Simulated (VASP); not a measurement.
Ru, 2 atoms in the cell. Symmetry: P2_1/m, No. 11, monoclinic system. The conventional cell has a = 2.706 Å, b = 4.282 Å, c = 2.706 Å, α = 90.00°, β = 120.00°, γ = 90.00°. Within 3.2 Å of Ru (site symmetry m) lie 12 Ru at 2.45 to 2.91 Å.  This cell differs from its parent crystal: atom 1 (Ru) moved by (-0.450, +0.000) A along x and y.

```yaml
Program: VASP 6.6.1
Task: single point
Functional: PBE
Potentials_or_basis: VASP PAW PBE potentials, release 64 (Ru_pv)
Cutoff: 520 eV
k_mesh: 24 × 24 × 12
Occupations: gaussian, width 0.15 eV
Spin: no spin polarisation
Dipole_correction: no
Further_INCAR_settings: ALGO = Fast; EDIFF = 1e-06; NBANDS = 21
```

Potentials or basis: VASP PAW PBE potentials, release 64 (Ru_pv).

Launch:

```console
$ cat potpaw_PBE.64/Ru_pv/POTCAR > POTCAR
$ mpirun -np 1 vasp_std > vasp.out
```

Hardware: 1 thread of Intel Xeon 8259CL, on a shared host.

How long does it take, and how much memory?

Wall time 15 min on 1 thread of Intel Xeon 8259CL (shared host), peak memory 0.91 GiB. Counts: scf iterations 13, k points 2030.
